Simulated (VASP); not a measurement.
Runs of VASP 6.6.1 on Si3Sn4. The structure is that of space group P-43m (No. 215), or close to it. The cells are those of the table. 

```tsv
task	cell	k mesh	cutoff (eV)	smearing	gap on the mesh (eV)	pressure (GPa)	relaxed volume (Å³/atom)	largest force (eV/Å)
relaxation of cell and atoms	relaxed from a = 5.879 Å, 7 atoms	3 × 3 × 3	600	gaussian 0.2 eV	none	0.0	(a)	-
single point	a = 5.908 Å, 7 atoms	6 × 6 × 6	520	gaussian 0.1 eV	none	-0.1	-	0.01
relaxation of cell and atoms	relaxed from a = 5.945 Å, 7 atoms	6 × 6 × 6	600	gaussian 0.1 eV	none	0.0	29.43	-
single point	a = 5.945 Å, 7 atoms	3 × 3 × 3	520	gaussian 0.2 eV	none	-0.1	-	0.03
```

Alike in all rows: level PBE; potentials or basis VASP PAW PBE potentials, release 64 (Si, Sn_d); no spin polarisation.

Task: Fill in the values left out.

Result: (a) 29.92.

Caveats: spin-orbit coupling is left out, which moves the levels of the heavy elements.

A k mesh can miss the band edges, and the runs leave out spin-orbit coupling on Sn.

A gap of «none» marks levels without a gap at the run's occupations.
